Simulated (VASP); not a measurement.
Wanted: the native input for a VASP 6.6.1 run.

```
Task                   : single point
Functional             : LDA
Potentials or basis    : VASP PAW LDA potentials, release 64 (Cu)
Cutoff                 : 520 eV
k mesh                 : 22 × 22 × 22
Occupations            : gaussian, width 0.15 eV
Spin                   : no spin polarisation
Dipole correction      : no
Further INCAR settings : ALGO = Normal; EDIFF = 1e-06; NBANDS = 12
```

The structure of Cu lies in POSCAR:

```
Cu
1.0
   -1.4452500000      1.4452500000      1.3075500000
    1.4452500000     -1.4452500000      1.3075500000
    1.4452500000      1.4452500000     -1.3075500000
Cu
1
Direct
    0.0000000000      0.0000000000      0.0000000000
```

The input as run:

INCAR

```
PREC = Accurate ; ENCUT = 520
EDIFF = 1E-6 ; ISMEAR = 0
SIGMA = 0.15 ; LREAL = False
LASPH = True ; NELM = 60
ALGO = Normal ; ISIF = 2
LWAVE = False ; LCHARG = False
NBANDS = 12
```

KPOINTS

```
regular mesh
0
Gamma
  22 22 22
```

Potentials or basis: VASP PAW LDA potentials, release 64 (Cu).

Launch:

```bash
$ cat potpaw_LDA.64/Cu/POTCAR > POTCAR
$ mpirun -np 1 vasp_std > vasp.out
```

It gave:

```
Pressure : 1.2 GPa
```

Run time: 40 s on 1 thread of Intel(R) Xeon(R) 6975P-C (Granite Rapids) (shared host), peak memory 0.2 GiB.
